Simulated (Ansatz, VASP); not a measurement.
**Sb2Au: VASP beside Ansatz**

The input INCAR:

```
SYSTEM = Sb2Au
PREC = Accurate
ENCUT = 520
EDIFF = 1E-7
ISMEAR = -1
SIGMA = 0.15
LREAL = .False.
LASPH = .True.
NELM = 100
ALGO = Normal
ISIF = 2
LWAVE = .False.
LCHARG = .False.
GGA = CA
NBANDS = 18
```

File KPOINTS:

```
regular mesh
0
Gamma
  12 12 12
  0 0 0
```

The input POSCAR:

```
Sb2Au
1.0
    0.0000000000      3.3842317288      3.3842317288
    3.3842317288      0.0000000000      3.3842317288
    3.3842317288      3.3842317288      0.0000000000
Sb Au
2 1
Direct
    0.2500000000      0.2500000000      0.2500000000
    0.7500000000      0.7500000000      0.7500000000
    0.0000000000      0.0000000000      0.0000000000
```

Input for Ansatz:

```yaml
crystal:
  lattice:
    - [0.0, 3.3842317288, 3.3842317288]
    - [3.3842317288, 0.0, 3.3842317288]
    - [3.3842317288, 3.3842317288, 0.0]
  atoms:
    - { symbol: Sb, position: [0.25, 0.25, 0.25] }
    - { symbol: Sb, position: [0.75, 0.75, 0.75] }
    - { symbol: Au, position: [0.0, 0.0, 0.0] }
basis:
  ecutwfc: 420
kpoints:
  mp_grid: { grid: [12, 12, 12] }
hamiltonian:
  xc: lda
scf:
  occupations: { method: fermi_dirac, width: 0.15 }
output:
  forces: true
  stress: true
  eigenvalues: true
  write_density: true
  write_potential: true
  elf: true
  volumetric_format: npy
```

Alike in both runs: task single point; functional LDA; k mesh 12 × 12 × 12; occupations fermi-dirac, width 0.15 eV; no spin polarisation.

|  | VASP | Ansatz |
| --- | --- | --- |
| version | VASP 6.6.1 | Ansatz 0.2.0 |
| potentials or method | VASP PAW LDA potentials, release 64 (Sb, Au), cutoff 520 eV | scalar-relativistic, plane waves, PAW |
| valence electrons in the cell | 21 | 49 |

|  | VASP | Ansatz | Ansatz less VASP |
| --- | --- | --- | --- |
| gap on the k mesh at the Fermi level (eV) | none | none | - |
| pressure (GPa) | -1.5 | -1.7 | -0.15 |

LDA's correlation is that of Perdew and Zunger in VASP and of Perdew and Wang (1992) in Ansatz. A gap of «none» marks a metal or a gap that the smearing closes. VASP's potentials hold 21 valence electrons a cell and Ansatz's 49, so a difference there can come from the potentials and not from the codes.

Neither program's run includes spin-orbit coupling.
